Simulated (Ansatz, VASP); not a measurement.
# ZnCu: VASP beside Ansatz

```
Zn Cu
1.0
     2.93515    0.00000    0.00000
     0.00000    2.93515    0.00000
     0.00000    0.00000    2.93515
Zn Cu
1 1
Cartesian
  1.4676 1.4676 1.4676
  0.0000 0.0000 0.0000
```

Change from the starting cell: volume scaled by 0.99.

Alike in both runs: task single point; functional PBEsol; k mesh 14 × 14 × 14; occupations fermi-dirac, width 0.05 eV; no spin polarisation.

|  | VASP | Ansatz |
| --- | --- | --- |
| version | VASP 6.6.1 | Ansatz 0.2.0 |
| potentials or method | VASP PAW PBE potentials, release 64 (Zn, Cu), cutoff 520 eV | all-electron LAPW, scalar-relativistic |

```tsv
	VASP	Ansatz	Ansatz less VASP
pressure (GPa)	-2.9	-3.6	-0.65
```

VASP's potentials were made for PBE, not for PBEsol. Ansatz ran all-electron here, and VASP with PAW potentials.
